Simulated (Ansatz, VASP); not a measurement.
# ZnS in VASP and in Ansatz

INCAR

```
SYSTEM = ZnS
ALGO = Normal
EDIFF = 1E-7
ENCUT = 520
GGA = PE
ISIF = 2
ISMEAR = 0
LASPH = .TRUE.
LCHARG = .FALSE.
LREAL = .FALSE.
LWAVE = .FALSE.
NBANDS = 16
NELM = 60
PREC = Accurate
SIGMA = 0.01
```

Contents of KPOINTS:

```
k-points
0
G
  6 6 6
  0 0 0
```

POSCAR

```
ZnS
1.0
    0.0000000000      2.7217598575      2.7217598575
    2.7217598575      0.0000000000      2.7217598575
    2.7217598575      2.7217598575      0.0000000000
Zn S
1 1
Direct
    0.0000000000      0.0000000000      0.0000000000
    0.2500000000      0.2500000000      0.2500000000
```

Input for Ansatz:

```yaml
crystal:
  lattice:
    - [0.0, 2.7217598575, 2.7217598575]
    - [2.7217598575, 0.0, 2.7217598575]
    - [2.7217598575, 2.7217598575, 0.0]
  atoms:
    - { symbol: Zn, position: [0.0, 0.0, 0.0] }
    - { symbol: S, position: [0.25, 0.25, 0.25] }
kpoints:
  mp_grid: { grid: [6, 6, 6] }
hamiltonian:
  xc: pbe
scf:
  occupations: { method: fixed }
  n_extra_bands: 4
output:
  forces: true
  stress: true
  eigenvalues: true
```

Alike in both runs: task single point; functional PBE; k mesh 6 × 6 × 6; no spin polarisation.

|  | VASP | Ansatz |
| --- | --- | --- |
| version | VASP 6.6.1 | Ansatz 0.2.0 |
| potentials or method | VASP PAW PBE potentials, release 64 (Zn, S) | plane waves, PAW |
| plane-wave cutoff (eV) | 520 | 420 |
| occupations | gaussian, width 0.01 eV | fixed |
| valence electrons in the cell | 18 | 18 |

|  | VASP | Ansatz | Ansatz less VASP |
| --- | --- | --- | --- |
| gap on the k mesh at the Fermi level (eV) | 2.02 | 2.01 | -0.004 |
| pressure (GPa) | 0.2 | 0.0 | -0.16 |
